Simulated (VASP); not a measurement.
# Sb2Br4O: single point with PBEsol

Sb2Br4O:

```
Br O Sb
1.0
     0.00000    4.89288    0.00000
     4.89288    0.00000    0.00000
     2.44644    2.44644   -8.58166
Br O Sb
4 1 2
Direct
  0.32751 0.32751 0.34498
  0.67249 0.67249 0.65502
  0.50000 0.00000 0.00000
  0.00000 0.50000 0.00000
  0.50000 0.50000 0.00000
  0.13680 0.13680 0.72640
  0.86320 0.86320 0.27360
```

| Property | Result |
| --- | --- |
| Program | VASP 6.6.1 |
| Task | single point |
| Functional | PBEsol |
| Potentials or basis | VASP PAW PBE potentials, release 64 (Br, O, Sb) |
| Cutoff | 520 eV |
| k mesh | 4 × 4 × 4 |
| Occupations | methfessel-paxton, width 0.2699 eV |
| Spin | no spin polarisation |
| Dipole correction | no |
| Further INCAR settings | ALGO = Normal; EDIFF = 1e-07; NBANDS = 31 |

```json
{"Pressure": "-7.9 GPa", "Largest force": "0.807 eV/Å", "Band gap on the k mesh": "zero (bands 22 and 23 overlap by 1.13 eV)"}
```

Forces in eV/Å, atoms in the order of the input:
```
Br   0.000  0.000 -0.807
Br   0.000  0.000  0.807
Br   0.000  0.000  0.000
Br   0.000  0.000  0.000
O    0.000  0.000  0.000
Sb   0.000  0.000  0.153
Sb   0.000  0.000 -0.153
```

Stress tensor (GPa, compression positive):
```
-8.15  0.00  0.00
 0.00 -8.15  0.00
 0.00  0.00 -7.36
```

Levels at points of the mesh, in eV from the Fermi level:
```csv
k point,band 20,band 21,band 22,band 23,band 24,band 25
"(0.00, 0.00, 0.00)",-0.64,-0.06,0.68,0.68,0.93,0.93
"(0.50, 0.00, 0.00)",-2.01,-1.19,-0.72,-0.45,0.24,0.27
"(0.50, 0.50, 0.00)",-1.70,-1.66,-1.49,0.32,0.59,0.92
"(0.00, 0.00, 0.50)",-1.33,-0.48,0.32,0.32,1.19,1.22
```

Run time: 73 s on 1 thread of AMD EPYC 7R13 Processor (Zen 3), on a shared host, peak memory 0.29 GiB.

Caveat: the cell stands under tension; the PAW data sets were made with another functional, which shifts forces and pressure a little; spin-orbit coupling is left out, which moves the levels of the heavy elements.
